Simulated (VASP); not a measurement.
Crystal: NbAs.

```
CELL_PARAMETERS angstrom
0.00000 2.87236 2.87236
2.87236 0.00000 2.87236
2.87236 2.87236 0.00000
ATOMIC_POSITIONS crystal
Nb 0.00000 0.00000 0.00000
As 0.25000 0.25000 0.25000
```

Base run:

```yaml
Program: VASP 6.6.1
Functional: PBEsol
Potentials_or_basis: VASP PAW PBE potentials, release 64 (Nb_sv, As)
Cutoff: 520 eV
k_mesh: 12 × 12 × 12
Occupations: gaussian, width 0.1 eV
Spin: collinear spin
Starting_moments: "[1.29, -0.02] μB"
Fixed_moment: 2 μB
```

Its results: pressure 5.9 GPa; site moments Nb +1.43; As -0.03 μB.

**Question.** The run is repeated on the same cell with these changes: fixed moment from 2 μB to 1.5 μB; moments at the start from [1.29, -0.02] to [1.01, -0.02]. What comes out?

**Answer.** Pressure 3.5 GPa; site moments Nb +1.11; As -0.02 μB.

Caveats: the cell stands under pressure; the PAW data sets were made with another functional, which shifts forces and pressure a little; the total moment is fixed, so each spin has its own Fermi level.
